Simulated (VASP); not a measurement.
Write the native input for VASP 6.6.1 that does the following.

```yaml
Task: single point
Functional: PBEsol
Potentials_or_basis: VASP PAW PBE potentials, release 64 (Cu_sv_GW, O)
Cutoff: 820 eV
k_mesh: 2 × 2 × 1
Occupations: gaussian, width 0.1 eV
Spin: no spin polarisation
Dipole_correction: no
Further_INCAR_settings: ALGO = Normal; EDIFF = 1e-06; NBANDS = 33
```

The structure of CuO lies in POSCAR:

```
CuO
1.0
    2.9027900792      0.0128346910     -0.0340833917
    0.0522224784      2.8448878033      0.0026072298
   -0.0435563076      0.0226345624      5.2731527454
Cu O
2 2
Direct
    0.5106995731      0.0053434258      0.4983983317
    0.0537874343      0.4780918003     -0.0097061318
   -0.0431909901      0.9791177467      0.2496237619
    1.0253855975      0.0012663399      0.7685903712
```

The input as run:

INCAR

```
PREC     = Accurate       # precision mode
ENCUT    = 820            # plane-wave cutoff, eV
EDIFF    = 1E-6           # SCF threshold, eV
ISMEAR   = 0              # smearing method
SIGMA    = 0.1            # smearing width, eV
LREAL    = False          # projectors in reciprocal space
LASPH    = True           # aspherical terms in the spheres
NELM     = 120            # most SCF steps
ALGO     = Normal         # electronic algorithm
ISIF     = 2              # what is computed and relaxed
LWAVE    = False          # write WAVECAR
LCHARG   = False          # write CHGCAR
GGA      = PS             # functional
NBANDS   = 33             # bands
GGA_COMPAT= False
```

KPOINTS

```
regular mesh
0
Gamma
  2 2 1
```

Potentials or basis: VASP PAW PBE potentials, release 64 (Cu_sv_GW, O).

The run is started by

```console
$ cat potpaw_PBE.64/Cu_sv_GW/POTCAR potpaw_PBE.64/O/POTCAR > POTCAR
$ mpirun -np 1 vasp_std > vasp.out
```

It gave:

- Pressure: 1.3 GPa
- Largest force: 2.275 eV/Å
- Band gap on the k mesh: 0.04 eV (least direct gap 0.23 eV)

Caveat: the k points lie up to 1.19 Å⁻¹ apart, too coarse for converged energies, forces and pressures; semilocal functionals underestimate gaps, and a narrow one can read as zero; the PAW data sets were made with another functional, which shifts forces and pressure a little.

It took 42 s on 1 thread of Intel(R) Xeon(R) Platinum 8259CL CPU @ 2.50GHz (Skylake/Cascade Lake), on a shared host, peak memory 0.19 GiB.
